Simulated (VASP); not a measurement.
# Sn2Bi3O3 (R32) in VASP: a series of runs

Runs on Sn2Bi3O3. Level: PBE. Tasks: single point.

Program: VASP 6.6.1. These are calculated values, not measurements. Logs are shortened: lines on timing, memory, paths and dates and some standing lists are left out, and cuts for length are marked.

### Step 1. The cell of the first run

It takes space group R32 (No. 155, trigonal). The conventional cell has a = 8.416 Å, b = 8.416 Å, c = 8.826 Å, α = 90.00°, β = 90.00°, γ = 120.00°. Within 2.9 Å of Sn (site symmetry 3) lie 3 O at 2.14 Å and 1 Sn at 2.85 Å. Bi (site symmetry 2) has 6 O at 2.95 to 3.91 Å and 4 Bi at 3.14 to 3.41 Å and 4 Sn at 3.41 to 3.49 Å within 4.0 Å. Within 2.8 Å of O (site symmetry 2) lie 2 Sn at 2.14 Å and 2 O at 2.77 Å.

The cell was built from a structure type or drawn by symmetry, and may not be a known phase.

### Step 2. Single point, PBE

INCAR

```
  PREC = Accurate
  ENCUT = 910
  EDIFF = 1E-6
  ISMEAR = 0
  SIGMA = 0.2
  LREAL = F
  LASPH = T
  NELM = 120
  ALGO = Normal
  ISIF = 2
  LWAVE = F
  LCHARG = F
  GGA = PE
  NBANDS = 56
  GGA_COMPAT = F
```

KPOINTS

```
Automatic mesh
0
Gamma
  3 3 3
```

POSCAR

```
Sn2Bi3O3
1.0
    4.2079082210      2.4294369426      2.9420931043
   -4.2079082210      2.4294369426      2.9420931043
    0.0000000000     -4.8588738897      2.9420931005
Sn Bi O
2 3 3
Direct
    0.8385178588      0.8385178588      0.8385178588
    0.1614821412      0.1614821412      0.1614821412
    0.2845798423      0.5000000000      0.7154201577
    0.7154201577      0.2845798423      0.5000000000
    0.5000000000      0.7154201577      0.2845798423
    0.1900804821      0.0000000000      0.8099195179
    0.8099195179      0.1900804821      0.0000000000
    0.0000000000      0.8099195179      0.1900804821
```

Potentials or basis: VASP PAW PBE potentials, release 64 (Sn_d, Bi_d, O_h).

Command:

```console
cat potpaw_PBE.64/Sn_d/POTCAR potpaw_PBE.64/Bi_d/POTCAR potpaw_PBE.64/O_h/POTCAR > POTCAR
mpirun -np 1 vasp_std > vasp.out
```

OUTCAR:

```text
PREC = Accurate
   ENCUT = 910
   EDIFF = 1E-6
   ISMEAR = 0
   LREAL = F
   LASPH = T
   NELM = 120
   ISIF = 2
   GGA = PE

 ion  position               nearest neighbor table
   1  0.839  0.839  0.839-   8 2.14   7 2.14   6 2.14   2 2.85   5 3.41   4 3.41   3 3.41   5 3.49
                             4 3.49   3 3.49
   2  0.161  0.161  0.161-   6 2.14   7 2.14   8 2.14   1 2.85   3 3.41   4 3.41   5 3.41   3 3.49
                             4 3.49   5 3.49
   3  0.285  0.500  0.715-   5 3.14   4 3.14   5 3.41   4 3.41   2 3.41   1 3.41   2 3.49   1 3.49

   4  0.715  0.285  0.500-   3 3.14   5 3.14   3 3.41   5 3.41   2 3.41   1 3.41   1 3.49   2 3.49

   5  0.500  0.715  0.285-   3 3.14   4 3.14   3 3.41   4 3.41   1 3.41   2 3.41   1 3.49   2 3.49

   6  0.190  0.000  0.810-   2 2.14   1 2.14
   7  0.810  0.190  0.000-   1 2.14   2 2.14
   8  0.000  0.810  0.190-   1 2.14   2 2.14

  LATTYP: Found a trigonal (rhomboedric) cell.
 ALAT       =     5.6801907793
 COS(alpha) =    -0.0975812220

  Lattice vectors:

 A1 = (   4.2079082210,   2.4294369426,   2.9420931043)
 A2 = (  -4.2079082210,   2.4294369426,   2.9420931043)
 A3 = (   0.0000000000,  -4.8588738897,   2.9420931005)

Analysis of symmetry for initial positions (statically):
=====================================================================
 Subroutine PRICEL returns:
 Original cell was already a primitive cell.

 Routine SETGRP: Setting up the symmetry group for a
 trigonal (rhombohedral) supercell.

 Subroutine GETGRP returns: Found  6 space group operations
 (whereof  6 operations were pure point group operations)
 out of a pool of 12 trial point group operations.

The static configuration has the point symmetry D_3 .

Analysis of symmetry for dynamics (positions and initial velocities):
=====================================================================
 Subroutine PRICEL returns:
 Original cell was already a primitive cell.

 Routine SETGRP: Setting up the symmetry group for a
 trigonal (rhombohedral) supercell.

 Subroutine GETGRP returns: Found  6 space group operations
 (whereof  6 operations were pure point group operations)
 out of a pool of 12 trial point group operations.

The dynamic configuration has the point symmetry D_3 .

 Subroutine INISYM returns: Found  6 space group operations
 (whereof  6 operations are pure point group operations),
 and found     1 'primitive' translations

----------------------------------------------------------------------------------------

                                     Primitive cell

  volume of cell :     180.4594

  direct lattice vectors                    reciprocal lattice vectors
     4.207908221  2.429436943  2.942093104     0.118823884  0.068603002  0.113298023
    -4.207908221  2.429436943  2.942093104    -0.118823884  0.068603002  0.113298023
     0.000000000 -4.858873890  2.942093101     0.000000000 -0.137206003  0.113298023

  length of vectors
     5.680190779  5.680190779  5.680190779     0.177937993  0.177937993  0.177937993

  position of ions in fractional coordinates (direct lattice)
     0.838517859  0.838517859  0.838517859
     0.161482141  0.161482141  0.161482141
     0.284579842  0.500000000  0.715420158
     0.715420158  0.284579842  0.500000000
     0.500000000  0.715420158  0.284579842
     0.190080482  0.000000000  0.809919518
     0.809919518  0.190080482  0.000000000
     0.000000000  0.809919518  0.190080482

  ion indices of the primitive-cell ions
   primitive index   ion index
                 1           1
                 2           2
                 3           3
                 4           4
                 5           5
                 6           6
                 7           7
                 8           8

----------------------------------------------------------------------------------------

 KPOINTS: Automatic mesh

Automatic generation of k-mesh.
 Grid dimensions read from file:
 generate k-points for:    3    3    3

 Generating k-lattice:

  Cartesian coordinates                     Fractional coordinates (reciprocal lattice)
     0.039607961  0.022867667  0.037766008     0.333333333  0.000000000  0.000000000
    -0.039607961  0.022867667  0.037766008     0.000000000  0.333333333  0.000000000
     0.000000000 -0.045735334  0.037766008     0.000000000  0.000000000  0.333333333

  Length of vectors
     0.059312664  0.059312664  0.059312664

  Shift w.r.t. Gamma in fractional coordinates (k-lattice)
     0.000000000  0.000000000  0.000000000

 Subroutine IBZKPT returns following result:
 ===========================================

 Found      6 irreducible k-points:

 Following reciprocal coordinates:
            Coordinates               Weight
  0.000000  0.000000  0.000000      1.000000
  0.333333  0.000000  0.000000      6.000000
  0.333333  0.333333  0.000000      6.000000
 -0.333333  0.333333  0.000000      6.000000
  0.333333  0.333333  0.333333      2.000000
 -0.333333  0.333333  0.333333      6.000000
   k-points           NKPTS =      6   k-points in BZ     NKDIM =      6   number of bands    NBANDS=     56
   number of dos      NEDOS =    301   number of ions     NIONS =      8
   total plane-waves  NPLWV = 175616
   dimension x,y,z NGX =    56 NGY =   56 NGZ =   56
   dimension x,y,z NGXF=   112 NGYF=  112 NGZF=  112
   ions per type =               2   3   3
   NGX,Y,Z   is equivalent  to a cutoff of  16.39, 16.39, 16.39 a.u.
   NGXF,Y,Z  is equivalent  to a cutoff of  32.78, 32.78, 32.78 a.u.
 SYSTEM =  unknown system
   PREC   = accura    normal or accurate (medium, high low for compatibility)
   ISTART =      0    job   : 0-new  1-cont  2-samecut
   ICHARG =      2    charge: 1-file 2-atom 10-const
   ISPIN  =      1    spin polarized calculation?
   LNONCOLLINEAR =      F non collinear calculations
   LSORBIT =      F    spin-orbit coupling
   LASPH  =      T    aspherical Exc in radial PAW
   ENCUT  =  910.0 eV  66.88 Ry    8.18 a.u.  13.97 13.97 13.97*2*pi/ulx,y,z
   NELM   =    120;   NELMIN=  2; NELMDL= -5     # of ELM steps
   EDIFF  = 0.1E-05   stopping-criterion for ELM
   LREAL  =      F    real-space projection
   EDIFFG = 0.1E-04   stopping-criterion for IOM
   NSW    =      0    number of steps for IOM
   IBRION =     -1    ionic relax: 0-MD 1-quasi-New 2-CG
   NFREE  =      0    steps in history (QN), initial steepest desc. (CG)
   ISIF   =      2    stress and relaxation
   ISYM   =      2    0-nonsym 1-usesym 2-fastsym
   POTIM  = 0.5000    time-step for ionic-motion
   TEBEG  =    0.0;   TEEND  =   0.0 temperature during run
   PSTRESS=    0.0 pullay stress
   NELECT =      91.0000    total number of electrons
   NUPDOWN=      -1.0000    fix difference up-down
   EMIN   =  10.00;   EMAX   =-10.00  energy-range for DOS
   EFERMI =   0.00;   METHOD = LEGACY
   ISMEAR =     0;   SIGMA  =   0.20  broadening in eV -4-tet -1-fermi 0-gaus
   EFERMI_NEDOS =   21; number of points for ismear=-14 and -15
   IALGO  =     38    algorithm
   IMIX   =      4    mixing-type and parameters
     AMIX     =   0.40;   BMIX     =  1.00
     AMIX_MAG =   1.60;   BMIX_MAG =  1.00
  volume/ion in A,a.u.               =      22.56       152.23
  Fermi-wavevector in a.u.,A,eV,Ry     =   1.303053  2.462413 23.101976  1.697947
  Thomas-Fermi vector in A             =   2.434081
   LORBIT       =      0    0 simple, 1 ext, 2 COOP (PROOUT), +10 PAW based schemes
   GGA     = PE    functional components
   LHFCALC =     F    Hartree Fock is set to
   AEXX    =    0.0000 exact exchange contribution
   IVDW    =     0    specifies the selected vdW correction
   LEPSILON=     F    determine dielectric tensor
   LRPA    =     F    only Hartree local field effects (RPA)
 non-spin polarized calculation
 Gauss-broadening in eV      SIGMA  =   0.20
  energy-cutoff  :      910.00
  volume of cell :      180.46
 maximum number of plane-waves:     11274
   NGX = 27   NGY = 27   NGZ = 27

 number of electron      90.9999991 magnetization

 Free energy of the ion-electron system (eV)
  ---------------------------------------------------
  ext. energy  EPLUGINS =         0.00000000
  ---------------------------------------------------
  free energy    TOTEN  =       -37.63878113 eV

  energy without entropy =      -37.56581088  energy(sigma->0) =      -37.60229601

 E-fermi :   6.2843     XC(G=0):  -9.9915

 val. band max:        6.2674294946   @ k =   0.3333   0.3333   0.0000
 cond. band min:       6.5988724696   @ k =   0.3333   0.0000   0.0000
 fundamental gap:      0.3314429750
 Fermi energy:         6.2842525372

 k-point     1 :       0.0000    0.0000    0.0000
  band No.  band energies     occupation
      1     -16.6409      2.00000
      2     -16.6234      2.00000
      3     -16.6234      2.00000
      4     -16.5837      2.00000
      5     -16.5462      2.00000
      6     -16.5389      2.00000
[... 48 lines left out ...]
     55      11.5343      0.00000
     56      11.7869      0.00000

 k-point     2 :       0.3333    0.0000    0.0000
  band No.  band energies     occupation
      1     -16.6465      2.00000
      2     -16.6252      2.00000
      3     -16.6208      2.00000
      4     -16.5907      2.00000
      5     -16.5743      2.00000
      6     -16.5512      2.00000
[... 48 lines left out ...]
     55      12.1130      0.00000
     56      12.9023      0.00000

 k-point     3 :       0.3333    0.3333    0.0000
  band No.  band energies     occupation
      1     -16.6515      2.00000
      2     -16.6267      2.00000
      3     -16.6226      2.00000
      4     -16.5973      2.00000
      5     -16.5777      2.00000
      6     -16.5628      2.00000
[... 48 lines left out ...]
     55      11.8461      0.00000
     56      12.6980      0.00000

 k-point     4 :      -0.3333    0.3333    0.0000
  band No.  band energies     occupation
      1     -16.6492      2.00000
      2     -16.6291      2.00000
      3     -16.6248      2.00000
      4     -16.5935      2.00000
      5     -16.5841      2.00000
      6     -16.5620      2.00000
[... 48 lines left out ...]
     55      12.0321      0.00000
     56      12.2536      0.00000

 k-point     5 :       0.3333    0.3333    0.3333
  band No.  band energies     occupation
      1     -16.6558      2.00000
      2     -16.6305      2.00000
      3     -16.6232      2.00000
      4     -16.6068      2.00000
      5     -16.5800      2.00000
      6     -16.5644      2.00000
[... 48 lines left out ...]
     55      12.0048      0.00000
     56      12.0537      0.00000

 k-point     6 :      -0.3333    0.3333    0.3333
  band No.  band energies     occupation
      1     -16.6512      2.00000
      2     -16.6333      2.00000
      3     -16.6280      2.00000
      4     -16.6042      2.00000
      5     -16.5787      2.00000
      6     -16.5692      2.00000
[... 48 lines left out ...]
     55      11.7893      0.00000
     56      12.7329      0.00000

------------------------ aborting loop because EDIFF is reached ----------------------------------------

  FORCE on cell =-STRESS in cart. coord.  units (eV):
  Direction    XX          YY          ZZ          XY          YZ          ZX
  --------------------------------------------------------------------------------------
  -------------------------------------------------------------------------------------
  Total        0.7315101      0.7315101      0.0298515      0.0000000      0.0000000      0.0000000
  in kB        6.4945843      6.4945843      0.2650310      0.0000000      0.0000000      0.0000000
  external PRESSURE =       4.4180665 kB  Pullay stress =       0.0000000 kB

 VOLUME and BASIS-vectors are now :
 -----------------------------------------------------------------------------
  energy-cutoff  :      910.00
  volume of cell :      180.46
      direct lattice vectors                 reciprocal lattice vectors
     4.207908221  2.429436943  2.942093104     0.118823884  0.068603002  0.113298023
    -4.207908221  2.429436943  2.942093104    -0.118823884  0.068603002  0.113298023
     0.000000000 -4.858873890  2.942093101     0.000000000 -0.137206003  0.113298023

 POSITION                                       TOTAL-FORCE (eV/Angst)
 -----------------------------------------------------------------------------------
      0.00000     -0.00000      7.40099         0.000000      0.000000     -0.074482
      0.00000     -0.00000      1.42529         0.000000     -0.000000      0.074482
     -0.90647     -1.57005      4.41314        -0.003845     -0.006659     -0.000000
      1.81294     -0.00000      4.41314         0.007690      0.000000     -0.000000
     -0.90647      1.57005      4.41314        -0.003845      0.006659      0.000000
      0.79984     -3.47351      2.94209         0.016445      0.028484      0.000000
      2.60823      2.42944      2.94209        -0.032890      0.000000      0.000000
     -3.40807      1.04407      2.94209         0.016445     -0.028484     -0.000000
 -----------------------------------------------------------------------------------
    total drift:                               -0.000000      0.000000     -0.000000

  FREE ENERGIE OF THE ION-ELECTRON SYSTEM (eV)
  ---------------------------------------------------
  free  energy   TOTEN  =       -37.6387811286 eV

  energy  without entropy=      -37.5658108845  energy(sigma->0) =      -37.60229601
```

Run time: 1.7 min. Hardware: 1 thread of Intel Xeon 6975P-C (Granite Rapids), shared host; peak memory 0.49 GiB.

What came out:

* Free energy: -37.6388 eV
* Pressure: 0.4 GPa
* Largest force: 0.074 eV/Å
* Band gap on the k mesh: zero (an odd number of electrons rules out a gap without spin polarisation)

Forces in eV/Å, atoms in the order of the input:
```
Sn   0.000  0.000 -0.074
Sn   0.000  0.000  0.074
Bi  -0.004 -0.007  0.000
Bi   0.008  0.000  0.000
Bi  -0.004  0.007  0.000
O    0.016  0.028  0.000
O   -0.033  0.000  0.000
O    0.016 -0.028  0.000
```

Caveat: the k points lie up to 0.37 Å⁻¹ apart, too coarse for converged energies and pressures of a metal; the cutoff is under 1.25 times the usual one of these potentials, so pressure, stress and relaxed cells hold a basis-set (Pulay) error; spin-orbit coupling is left out, which moves the levels of the heavy elements; an odd number of electrons without spin polarisation forces a metal; a magnetic or distorted state may lie lower.

(Part 1 of 2 ends here.)
